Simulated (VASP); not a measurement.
Here is a VASP 6.6.1 calculation.

Contents of INCAR:

```
PREC = Accurate
ENCUT = 400
EDIFF = 1E-6
ISMEAR = -1
SIGMA = 0.05
LREAL = F
LASPH = T
NELM = 120
ALGO = Normal
ISIF = 2
LWAVE = F
LCHARG = F
NBANDS = 174
GGA_COMPAT = F
NELMDL = -8
```

The input KPOINTS:

```
regular mesh
0
Gamma
  2 2 1
```

The input POSCAR:

```
Nb
1.0
    6.6000000000      0.0000000000      0.0000000000
    0.0000000000      9.9000000000      0.0000000000
    0.0000000000      0.0000000000     17.9500000000
Nb
24
Direct
    0.2500000000      0.1666666667      0.0557103064
    0.7500000000      0.1666666667      0.0557103064
    0.2500000000      0.5000000000      0.0557103064
    0.7500000000      0.5000000000      0.0557103064
    0.2500000000      0.8333333333      0.0557103064
    0.7500000000      0.8333333333      0.0557103064
    0.0161060606     -0.0011010101      0.1306183844
    0.5111212121      0.0039494949      0.1260947075
   -0.0070151515      0.3440202020      0.1321281337
    0.4862424242      0.3406666667      0.1324178273
   -0.0323939394      0.6507474747      0.1398718663
    0.4711212121      0.6796363636      0.1467186630
    0.2472424242      0.1588989899      0.2218885794
    0.7944848485      0.1504848485      0.2322729805
    0.2594242424      0.4748787879      0.2239331476
    0.7560454545      0.4824040404      0.2247688022
    0.2699696970      0.8292020202      0.2349415042
    0.7468939394      0.8084646465      0.2183008357
    0.0079393939     -0.0297878788      0.3129470752
    0.5370151515     -0.0253838384      0.3006796657
    0.0356060606      0.2853535354      0.3099164345
    0.4970757576      0.3168080808      0.3071922006
   -0.0109696970      0.6781414141      0.2983342618
    0.4840909091      0.6575252525      0.3190584958
```

Potentials or basis: VASP PAW LDA potentials, release 64 (Nb_sv).

Command:

```console
$ cat potpaw_LDA.64/Nb_sv/POTCAR > POTCAR
$ mpirun -np 1 vasp_std > vasp.out
```

(1) Predict the band gap on the k mesh.

(2) Predict the largest force.

Results:

(1) zero (bands 156 and 157 overlap by 0.25 eV).

(2) 3.256 eV/Å.

Caveat: the k points lie up to 0.48 Å⁻¹ apart; the atoms stand as in a frame of molecular dynamics; there is no dipole correction, which matters where the two faces differ.
